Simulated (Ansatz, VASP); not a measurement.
# Two plane-wave programs on Cu

```xyz
1
Lattice="0.0000 1.7592 1.7592 1.7592 0.0000 1.7592 1.7592 1.7592 0.0000" Properties=species:S:1:pos:R:3 pbc="T T T"
Cu    0.0000    0.0000    0.0000
```

Alike in both runs: functional LDA; k mesh 18 × 18 × 18; occupations gaussian, width 0.1 eV; no spin polarisation.

Ansatz relaxed the structure, and its values are those at the end. VASP's run is a single point on that final structure, the one shown.

|  | VASP | Ansatz |
| --- | --- | --- |
| version | VASP 6.6.1 | Ansatz 0.2.0 |
| potentials or method | VASP PAW LDA potentials, release 64 (Cu), cutoff 520 eV | scalar-relativistic, plane waves, PAW |
| valence electrons in the cell | 11 | 19 |

Ansatz gave:

```
gap on the k mesh at the Fermi level (eV) : none
pressure (GPa)                            : 0.0
```

Which values does VASP return?

gap on the k mesh at the Fermi level (eV): none; pressure (GPa): 0.9.

Ansatz warns that its potentials were made for another functional, while VASP's fit it. LDA's correlation is that of Perdew and Zunger in VASP and of Perdew and Wang (1992) in Ansatz. A gap of «none» marks a metal or a gap that the smearing closes. VASP's potentials hold 11 valence electrons a cell and Ansatz's 19, so a difference there can come from the potentials and not from the codes.
